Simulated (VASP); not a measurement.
## MgCd2O3: single point with PBE

Crystal: MgCd2O3.

```
CELL_PARAMETERS angstrom
3.23817 0.00000 0.00000
0.00000 5.60867 0.00000
0.00000 0.00000 8.09112
ATOMIC_POSITIONS crystal
Mg 0.00000 0.00000 0.00000
Mg 0.50000 0.50000 0.00000
Cd 0.50000 0.16667 0.32323
Cd 0.00000 0.66667 0.32323
Cd 0.00000 0.33333 0.67677
Cd 0.50000 0.83333 0.67677
O 0.50000 0.16667 0.85864
O 0.00000 0.66667 0.85864
O 0.00000 0.33333 0.14136
O 0.50000 0.83333 0.14136
O 0.00000 0.00000 0.50000
O 0.50000 0.50000 0.50000
```

```
Program                : VASP 6.6.1
Task                   : single point
Functional             : PBE
Potentials or basis    : VASP PAW PBE potentials, release 64 (Mg_sv, Cd_sv_GW, O)
Cutoff                 : 840 eV
k mesh                 : 4 × 4 × 2
Occupations            : gaussian, width 0.1 eV
Spin                   : no spin polarisation
Dipole correction      : no
Further INCAR settings : ALGO = Normal; EDIFF = 1e-06; NBANDS = 80
```

```
Pressure               : -0.2 GPa
Largest force          : 0.013 eV/Å
Band gap on the k mesh : 0.60 eV
```

Forces on the atoms (eV/Å):
```
Mg   0.000  0.000  0.000
Mg   0.000  0.000  0.000
Cd   0.000  0.001  0.003
Cd   0.000  0.001  0.003
Cd   0.000 -0.001 -0.003
Cd   0.000 -0.001 -0.003
O    0.000 -0.005 -0.012
O    0.000 -0.005 -0.012
O    0.000  0.005  0.012
O    0.000  0.005  0.012
O    0.000  0.000  0.000
O    0.000  0.000  0.000
```

Stress tensor (GPa, compression positive):
```
-0.06  0.00  0.00
 0.00 -0.29 -0.03
 0.00 -0.03 -0.28
```

Levels at points of the mesh, in eV from the valence-band top:
```
           k point  band 66  band 67  band 68  band 69  band 70  band 71
(0.00, 0.00, 0.00)    -0.34     0.00     0.00     0.60     4.32     4.62
(0.50, 0.00, 0.00)    -0.89    -0.09    -0.09     5.31     5.31     5.54
(0.00, 0.50, 0.00)    -0.32    -0.22    -0.22     3.14     3.14     4.96
(0.50, 0.50, 0.00)    -0.66    -0.35    -0.35     4.62     4.62     5.55
(0.00, 0.00, 0.50)    -0.13    -0.11     0.00     2.02     2.84     4.80
(0.50, 0.00, 0.50)    -0.69    -0.57    -0.57     5.26     5.26     5.63
(0.00, 0.50, 0.50)    -0.61    -0.15    -0.15     3.42     3.42     4.49
(0.50, 0.50, 0.50)    -0.11     0.00     0.00     4.80     4.80     5.07
```

It took 7.8 min on 1 thread of Intel(R) Xeon(R) 6975P-C (Granite Rapids), on a shared host, peak memory 0.58 GiB.

Caveat: the k points lie up to 0.49 Å⁻¹ apart; semilocal functionals underestimate gaps, and a narrow one can read as zero.
